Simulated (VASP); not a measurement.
# Fe (Im-3m) in VASP: a series of runs

Fe is run at these levels: PBE; tasks: single point.

All numbers are computed with VASP 6.6.1; they aren't measurements. Logs are shortened: lines on timing, memory, paths and dates and some standing lists are left out, and cuts for length are marked.

## (1) The cell of the first run

It takes space group Im-3m (No. 229, cubic). Conventional cell: a = 2.762 Å, b = 2.762 Å, c = 2.762 Å, α = 90.00°, β = 90.00°, γ = 90.00°. Within 3.2 Å of Fe (site symmetry m-3m) lie 14 Fe at 2.39 to 2.76 Å.

## (2) Single point, PBE

Input file INCAR:

```
ALGO = Normal ; EDIFF = 1E-6
ENCUT = 600 ; GGA = PE
GGA_COMPAT = False ; ISIF = 2
ISMEAR = -1 ; LASPH = True
LCHARG = True ; LELF = True
LREAL = False ; LVHAR = True
LWAVE = False ; NBANDS = 10
NELM = 120 ; PREC = Accurate
SIGMA = 0.3
```

Input file KPOINTS:

```
k-points
0
Gamma
  16 16 16
```

Input file POSCAR:

```
Fe
1.0
   -1.3807996972      1.3807996972      1.3807996972
    1.3807996972     -1.3807996972      1.3807996972
    1.3807996972      1.3807996972     -1.3807996972
Fe
1
Direct
    0.0000000000      0.0000000000      0.0000000000
```

Potentials or basis: VASP PAW PBE potentials, release 64 (Fe).

Started as:

```console
$ cat potpaw_PBE.64/Fe/POTCAR > POTCAR
$ mpirun -np 1 vasp_std > vasp.out
```

OUTCAR:

```text
EDIFF = 1E-6
   ENCUT = 600
   GGA = PE
   ISIF = 2
   ISMEAR = -1
   LASPH = True
   LREAL = False
   NELM = 120
   PREC = Accurate

 ion  position               nearest neighbor table
   1  0.000  0.000  0.000-

  LATTYP: Found a body centered cubic cell.
 ALAT       =     2.7615993944

  Lattice vectors:

 A1 = (  -1.3807996972,   1.3807996972,   1.3807996972)
 A2 = (   1.3807996972,  -1.3807996972,   1.3807996972)
 A3 = (   1.3807996972,   1.3807996972,  -1.3807996972)

Analysis of symmetry for initial positions (statically):
=====================================================================
 Subroutine PRICEL returns:
 Original cell was already a primitive cell.

 Routine SETGRP: Setting up the symmetry group for a
 body centered cubic supercell.

 Subroutine GETGRP returns: Found 48 space group operations
 (whereof 48 operations were pure point group operations)
 out of a pool of 48 trial point group operations.

The static configuration has the point symmetry O_h .

Analysis of symmetry for dynamics (positions and initial velocities):
=====================================================================
 Subroutine PRICEL returns:
 Original cell was already a primitive cell.

 Routine SETGRP: Setting up the symmetry group for a
 body centered cubic supercell.

 Subroutine GETGRP returns: Found 48 space group operations
 (whereof 48 operations were pure point group operations)
 out of a pool of 48 trial point group operations.

The dynamic configuration has the point symmetry O_h .

 Subroutine INISYM returns: Found 48 space group operations
 (whereof 48 operations are pure point group operations),
 and found     1 'primitive' translations

----------------------------------------------------------------------------------------

                                     Primitive cell

  volume of cell :      10.5306

  direct lattice vectors                    reciprocal lattice vectors
    -1.380799697  1.380799697  1.380799697     0.000000000  0.362109002  0.362109002
     1.380799697 -1.380799697  1.380799697     0.362109002  0.000000000  0.362109002
     1.380799697  1.380799697 -1.380799697     0.362109002  0.362109002  0.000000000

  length of vectors
     2.391615231  2.391615231  2.391615231     0.512099461  0.512099461  0.512099461

  position of ions in fractional coordinates (direct lattice)
     0.000000000  0.000000000  0.000000000
[... 78 lines left out ...]
   EDIFFG = 0.1E-04   stopping-criterion for IOM
   NSW    =      0    number of steps for IOM
   IBRION =     -1    ionic relax: 0-MD 1-quasi-New 2-CG
   NFREE  =      0    steps in history (QN), initial steepest desc. (CG)
   ISIF   =      2    stress and relaxation
   ISYM   =      2    0-nonsym 1-usesym 2-fastsym
   POTIM  = 0.5000    time-step for ionic-motion
   TEBEG  =    0.0;   TEEND  =   0.0 temperature during run
   PSTRESS=    0.0 pullay stress
   NELECT =       8.0000    total number of electrons
   NUPDOWN=      -1.0000    fix difference up-down
   EMIN   =  10.00;   EMAX   =-10.00  energy-range for DOS
   EFERMI =   0.00;   METHOD = LEGACY
   ISMEAR =    -1;   SIGMA  =   0.30  broadening in eV -4-tet -1-fermi 0-gaus
   EFERMI_NEDOS =   21; number of points for ismear=-14 and -15
   IALGO  =     38    algorithm
   IMIX   =      4    mixing-type and parameters
     AMIX     =   0.40;   BMIX     =  1.00
     AMIX_MAG =   1.60;   BMIX_MAG =  1.00
  volume/ion in A,a.u.               =      10.53        71.06
  Fermi-wavevector in a.u.,A,eV,Ry     =   1.493783  2.822840 30.359868  2.231387
  Thomas-Fermi vector in A             =   2.606139
   LORBIT       =      0    0 simple, 1 ext, 2 COOP (PROOUT), +10 PAW based schemes
   GGA     = PE    functional components
   LHFCALC =     F    Hartree Fock is set to
   AEXX    =    0.0000 exact exchange contribution
   IVDW    =     0    specifies the selected vdW correction
   LEPSILON=     F    determine dielectric tensor
   LRPA    =     F    only Hartree local field effects (RPA)
 non-spin polarized calculation
  energy-cutoff  :      600.00
  volume of cell :       10.53
 maximum number of plane-waves:       370
   NGX =  9   NGY =  9   NGZ =  9

 number of electron       7.9999995 magnetization

 Free energy of the ion-electron system (eV)
  ---------------------------------------------------
  ext. energy  EPLUGINS =         0.00000000
  ---------------------------------------------------
  free energy    TOTEN  =        -8.17265001 eV

  energy without entropy =       -7.47646508  energy(sigma->0) =       -7.82455755

 E-fermi :   6.7139     XC(G=0): -13.5926

 val. band max:        6.7100159114   @ k =   0.1875   0.1250   0.1250
 cond. band min:       6.7157556251   @ k =   0.1250   0.0000   0.0000
 fundamental gap:      0.0057397137
 Fermi energy:         6.7138757807

 k-point     1 :       0.0000    0.0000    0.0000
  band No.  band energies     occupation
      1      -2.1757      2.00000
      2       4.9558      1.99431
      3       4.9558      1.99431
      4       4.9558      1.99431
      5       6.6970      1.02810
      6       6.6970      1.02809
      7      32.3058      0.00000
      8      32.3058      0.00000
      9      32.3058      0.00000
     10      38.0785      0.00000
[... 287 lines left out ...]
 k-point    24 :       0.2500    0.1875   -0.0000
  band No.  band energies     occupation
      1       2.2507      2.00000
      2       3.8738      1.99985
      3       4.3473      1.99925
      4       6.4182      1.45637
      5       7.0333      0.51284
      6       8.5984      0.00373
      7      19.9091      0.00000
      8      22.0329      0.00000
      9      28.3177      0.00000
     10      33.7254      0.00000

 [... further k-points ...]

------------------------ aborting loop because EDIFF is reached ----------------------------------------

  FORCE on cell =-STRESS in cart. coord.  units (eV):
  Direction    XX          YY          ZZ          XY          YZ          ZX
  --------------------------------------------------------------------------------------
  -------------------------------------------------------------------------------------
  Total        0.3307512      0.3307512      0.3307512     -0.0000000     -0.0000000      0.0000000
  in kB       50.3222334     50.3222334     50.3222334     -0.0000000     -0.0000000      0.0000000
  external PRESSURE =      50.3222334 kB  Pullay stress =       0.0000000 kB

 VOLUME and BASIS-vectors are now :
 -----------------------------------------------------------------------------
  energy-cutoff  :      600.00
  volume of cell :       10.53
      direct lattice vectors                 reciprocal lattice vectors
    -1.380799697  1.380799697  1.380799697     0.000000000  0.362109002  0.362109002
     1.380799697 -1.380799697  1.380799697     0.362109002  0.000000000  0.362109002
     1.380799697  1.380799697 -1.380799697     0.362109002  0.362109002  0.000000000

 POSITION                                       TOTAL-FORCE (eV/Angst)
 -----------------------------------------------------------------------------------
      0.00000      0.00000      0.00000        -0.000000      0.000000      0.000000
 -----------------------------------------------------------------------------------
    total drift:                                0.000000      0.000000      0.000000

  FREE ENERGIE OF THE ION-ELECTRON SYSTEM (eV)
  ---------------------------------------------------
  free  energy   TOTEN  =        -8.1726500111 eV

  energy  without entropy=       -7.4764650850  energy(sigma->0) =       -7.82455755
```

OSZICAR:

```text
N       E                     dE             d eps       ncg     rms          rms(c)
DAV:   1     0.205059697178E+02    0.20506E+02   -0.48003E+03  3038   0.118E+03
DAV:   2    -0.897642384577E+01   -0.29482E+02   -0.27987E+02  2936   0.143E+02
DAV:   3    -0.958030533650E+01   -0.60388E+00   -0.59712E+00  3186   0.256E+01
DAV:   4    -0.958295216012E+01   -0.26468E-02   -0.26462E-02  3126   0.159E+00
DAV:   5    -0.958297046298E+01   -0.18303E-04   -0.18302E-04  3148   0.129E-01    0.120E+01
DAV:   6    -0.828235077728E+01    0.13006E+01   -0.11018E+01  3132   0.522E+01    0.230E+00
DAV:   7    -0.819138422041E+01    0.90967E-01   -0.59081E-01  3178   0.117E+01    0.112E+00
DAV:   8    -0.817541990015E+01    0.15964E-01   -0.15166E-02  4334   0.124E+00    0.367E-01
DAV:   9    -0.817264848914E+01    0.27714E-02   -0.13256E-03  3074   0.334E-01    0.661E-02
DAV:  10    -0.817265412922E+01   -0.56401E-05   -0.86284E-06  3208   0.319E-02    0.201E-02
DAV:  11    -0.817264978405E+01    0.43452E-05   -0.20399E-07  1676   0.832E-03    0.213E-03
DAV:  12    -0.817265001113E+01   -0.22708E-06   -0.84938E-09  1518   0.113E-03
   1 F= -.81726500E+01 E0= -.78245575E+01  d E =-.696185E+00
```

stdout:

```text
POSCAR found type information on POSCAR Fe
 POSCAR found :  1 types and       1 ions
 scaLAPACK will be used
 LDA part: xc-table for (Slater+PW92), standard interpolation
 POSCAR, INCAR and KPOINTS ok, starting setup
 FFT: planning ... GRIDC
 FFT: planning ... GRID_SOFT
 FFT: planning ... GRID
 WAVECAR not read
 entering main loop
```

It took 20 s on 1 thread of Intel Xeon 8259CL, shared host; peak memory 0.14 GiB.

What came out:

* Free energy: -8.1727 eV
* Pressure: 5.0 GPa
* Band gap on the k mesh: zero (band 4 reaches 7.77 eV, above the bottom of band 5 at 5.74 eV)

Caveat: the run has no spin polarisation, though such a crystal can be magnetic.

## (3) Single point, PBE

Input file INCAR:

```
ALGO = Normal
EDIFF = 1E-6
ENCUT = 600
GGA = PE
GGA_COMPAT = False
ISIF = 2
ISMEAR = -1
LASPH = True
LCHARG = True
LELF = True
LREAL = False
LVHAR = True
LWAVE = False
NBANDS = 10
NELM = 120
PREC = Accurate
SIGMA = 0.6
```

KPOINTS is that of step 2.

POSCAR is that of step 2.

Potentials or basis: VASP PAW PBE potentials, release 64 (Fe).

Started as:

```console
$ cat potpaw_PBE.64/Fe/POTCAR > POTCAR
$ mpirun -np 1 vasp_std > vasp.out
```

OUTCAR:

```text
EDIFF = 1E-6
   ENCUT = 600
   GGA = PE
   ISIF = 2
   ISMEAR = -1
   LASPH = True
   LREAL = False
   NELM = 120
   PREC = Accurate

 ion  position               nearest neighbor table
   1  0.000  0.000  0.000-

  LATTYP: Found a body centered cubic cell.
 ALAT       =     2.7615993944

  Lattice vectors:

 A1 = (  -1.3807996972,   1.3807996972,   1.3807996972)
 A2 = (   1.3807996972,  -1.3807996972,   1.3807996972)
 A3 = (   1.3807996972,   1.3807996972,  -1.3807996972)

Analysis of symmetry for initial positions (statically):
=====================================================================
 Subroutine PRICEL returns:
 Original cell was already a primitive cell.

 Routine SETGRP: Setting up the symmetry group for a
 body centered cubic supercell.

 Subroutine GETGRP returns: Found 48 space group operations
 (whereof 48 operations were pure point group operations)
 out of a pool of 48 trial point group operations.

The static configuration has the point symmetry O_h .

Analysis of symmetry for dynamics (positions and initial velocities):
=====================================================================
 Subroutine PRICEL returns:
 Original cell was already a primitive cell.

 Routine SETGRP: Setting up the symmetry group for a
 body centered cubic supercell.

 Subroutine GETGRP returns: Found 48 space group operations
 (whereof 48 operations were pure point group operations)
 out of a pool of 48 trial point group operations.

The dynamic configuration has the point symmetry O_h .

 Subroutine INISYM returns: Found 48 space group operations
 (whereof 48 operations are pure point group operations),
 and found     1 'primitive' translations

----------------------------------------------------------------------------------------

                                     Primitive cell

[... 110 lines left out ...]
  Fermi-wavevector in a.u.,A,eV,Ry     =   1.493783  2.822840 30.359868  2.231387
  Thomas-Fermi vector in A             =   2.606139
   LORBIT       =      0    0 simple, 1 ext, 2 COOP (PROOUT), +10 PAW based schemes
   GGA     = PE    functional components
   LHFCALC =     F    Hartree Fock is set to
   AEXX    =    0.0000 exact exchange contribution
   IVDW    =     0    specifies the selected vdW correction
   LEPSILON=     F    determine dielectric tensor
   LRPA    =     F    only Hartree local field effects (RPA)
 non-spin polarized calculation
  energy-cutoff  :      600.00
  volume of cell :       10.53
 maximum number of plane-waves:       370
   NGX =  9   NGY =  9   NGZ =  9

 number of electron       7.9999995 magnetization

 Free energy of the ion-electron system (eV)
  ---------------------------------------------------
  ext. energy  EPLUGINS =         0.00000000
  ---------------------------------------------------
  free energy    TOTEN  =        -9.03863835 eV

  energy without entropy =       -6.99829485  energy(sigma->0) =       -8.01846660

 E-fermi :   6.8055     XC(G=0): -13.5870

 val. band max:        6.8027743948   @ k =   0.1875   0.1250   0.1250
 cond. band min:       6.8079629641   @ k =   0.1250   0.0000   0.0000
 fundamental gap:      0.0051885693
 Fermi energy:         6.8055287305

 k-point     1 :       0.0000    0.0000    0.0000
  band No.  band energies     occupation
      1      -2.1696      2.00000
      2       5.0377      1.90019
      3       5.0377      1.90019
      4       5.0377      1.90018
      5       6.7891      1.01371
      6       6.7891      1.01371
      7      32.2996      0.00000
      8      32.2996      0.00000
      9      32.2996      0.00000
     10      38.0929      0.00000
[... 287 lines left out ...]
 k-point    24 :       0.2500    0.1875   -0.0000
  band No.  band energies     occupation
      1       2.2817      1.99894
      2       3.9412      1.98325
      3       4.4093      1.96381
      4       6.5081      1.24288
      5       7.1273      0.73811
      6       8.6792      0.08436
      7      19.9481      0.00000
      8      22.0609      0.00000
      9      28.3358      0.00000
     10      33.7380      0.00000

 [... further k-points ...]

------------------------ aborting loop because EDIFF is reached ----------------------------------------

  FORCE on cell =-STRESS in cart. coord.  units (eV):
  Direction    XX          YY          ZZ          XY          YZ          ZX
  --------------------------------------------------------------------------------------
  -------------------------------------------------------------------------------------
  Total        1.0322898      1.0322898      1.0322898      0.0000000      0.0000000      0.0000000
  in kB      157.0580448    157.0580448    157.0580448      0.0000000      0.0000000      0.0000000
  external PRESSURE =     157.0580448 kB  Pullay stress =       0.0000000 kB

 VOLUME and BASIS-vectors are now :
 -----------------------------------------------------------------------------
  energy-cutoff  :      600.00
  volume of cell :       10.53
      direct lattice vectors                 reciprocal lattice vectors
    -1.380799697  1.380799697  1.380799697     0.000000000  0.362109002  0.362109002
     1.380799697 -1.380799697  1.380799697     0.362109002  0.000000000  0.362109002
     1.380799697  1.380799697 -1.380799697     0.362109002  0.362109002  0.000000000

 POSITION                                       TOTAL-FORCE (eV/Angst)
 -----------------------------------------------------------------------------------
      0.00000      0.00000      0.00000        -0.000000      0.000000      0.000000
 -----------------------------------------------------------------------------------
    total drift:                                0.000000     -0.000000      0.000000

  FREE ENERGIE OF THE ION-ELECTRON SYSTEM (eV)
  ---------------------------------------------------
  free  energy   TOTEN  =        -9.0386383463 eV

  energy  without entropy=       -6.9982948477  energy(sigma->0) =       -8.01846660
```

OSZICAR:

```text
N       E                     dE             d eps       ncg     rms          rms(c)
DAV:   1     0.201619960305E+02    0.20162E+02   -0.48003E+03  3038   0.118E+03
DAV:   2    -0.976081681478E+01   -0.29923E+02   -0.28184E+02  2936   0.144E+02
DAV:   3    -0.103629924029E+02   -0.60218E+00   -0.59612E+00  3186   0.256E+01
DAV:   4    -0.103656306774E+02   -0.26383E-02   -0.26378E-02  3126   0.159E+00
DAV:   5    -0.103656489321E+02   -0.18255E-04   -0.18253E-04  3148   0.129E-01    0.121E+01
DAV:   6    -0.914934710525E+01    0.12163E+01   -0.10203E+01  3132   0.504E+01    0.278E+00
DAV:   7    -0.905777321749E+01    0.91574E-01   -0.56810E-01  3176   0.117E+01    0.143E+00
DAV:   8    -0.904078767651E+01    0.16986E-01   -0.15862E-02  4338   0.127E+00    0.424E-01
DAV:   9    -0.903863767052E+01    0.21500E-02   -0.97053E-04  3066   0.321E-01    0.779E-02
DAV:  10    -0.903864059387E+01   -0.29233E-05   -0.46300E-06  3204   0.241E-02    0.151E-02
DAV:  11    -0.903863812454E+01    0.24693E-05   -0.30255E-07  1670   0.925E-03    0.221E-03
DAV:  12    -0.903863834632E+01   -0.22178E-06   -0.64806E-09  1512   0.947E-04
   1 F= -.90386383E+01 E0= -.80184666E+01  d E =-.204034E+01
```

stdout:

```text
POSCAR found type information on POSCAR Fe
 POSCAR found :  1 types and       1 ions
 scaLAPACK will be used
 LDA part: xc-table for (Slater+PW92), standard interpolation
 POSCAR, INCAR and KPOINTS ok, starting setup
 FFT: planning ... GRIDC
 FFT: planning ... GRID_SOFT
 FFT: planning ... GRID
 WAVECAR not read
 entering main loop
```

It took 22 s on 1 thread of Intel Xeon 8259CL, shared host; peak memory 0.14 GiB.

Results:

```
Free energy            : -9.0386 eV
Pressure               : 15.7 GPa
Band gap on the k mesh : zero (band 4 reaches 7.87 eV, above the bottom of band 5 at 5.82 eV)
```

Caveat: the run has no spin polarisation, though such a crystal can be magnetic.

## (4) Single point, PBE

Input file INCAR:

```
SYSTEM = Fe
  ALGO = Normal
  EDIFF = 1E-6
  ENCUT = 600
  GGA = PE
  GGA_COMPAT = .FALSE.
  ISIF = 2
  ISMEAR = -1
  LASPH = .TRUE.
  LCHARG = .TRUE.
  LELF = .TRUE.
  LREAL = .FALSE.
  LVHAR = .TRUE.
  LWAVE = .FALSE.
  NBANDS = 10
  NELM = 120
  PREC = Accurate
  SIGMA = 1.0
```

Input file KPOINTS:

```
k-points
0
G
  16 16 16
  0 0 0
```

POSCAR is that of step 3.

Started as:

```console
$ cat potpaw_PBE.64/Fe/POTCAR > POTCAR
$ mpirun -np 1 vasp_std > vasp.out
```

Wall time 25 s (1 thread of Intel Xeon 8259CL, shared host); peak memory 0.14 GiB.

It converged, with:

| Item | Value |
| --- | --- |
| Free energy | -10.6323 eV |
| Pressure | 34.3 GPa |
| Band gap on the k mesh | zero (band 4 reaches 8.03 eV, above the bottom of band 5 at 5.96 eV) |

Levels at points of the mesh, in eV from the Fermi level:
```csv
k point,band 2,band 3,band 4,band 5,band 6,band 7
"(0.00, 0.00, 0.00)",-1.89,-1.89,-1.89,-0.12,-0.12,25.23
"(0.50, 0.00, 0.00)",-3.21,-0.14,0.14,0.16,1.30,8.35
"(0.50, 0.50, 0.50)",-4.82,0.97,0.97,0.97,10.23,10.23
```

Caveat: the run has no spin polarisation, though such a crystal can be magnetic.

(Continued in part 2 of 2.)
